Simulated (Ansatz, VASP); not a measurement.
CdSe: VASP beside Ansatz

```xyz
2
Lattice="0.0000 2.8351 2.8351 2.8351 0.0000 2.8351 2.8351 2.8351 0.0000" Properties=species:S:1:pos:R:3 pbc="T T T"
Cd    0.0000    0.0000    0.0000
Se    2.8351    2.8351    2.8351
```

Alike in both runs: task single point; functional r2SCAN; k mesh 5 × 5 × 5; no spin polarisation.

|  | VASP | Ansatz |
| --- | --- | --- |
| version | VASP 6.6.1 | Ansatz 0.2.0 |
| potentials or method | VASP PAW PBE potentials, release 64 (Cd, Se), cutoff 550 eV | plane waves, PAW |
| occupations | gaussian, width 0.01 eV | fixed |
| valence electrons in the cell | 18 | 36 |

|  | VASP | Ansatz | Ansatz less VASP |
| --- | --- | --- | --- |
| pressure (GPa) | 1.1 | 0.7 | -0.37 |

VASP's potentials were made for PBE, not for r2SCAN. VASP's potentials hold 18 valence electrons a cell and Ansatz's 36, so a difference there can come from the potentials and not from the codes.
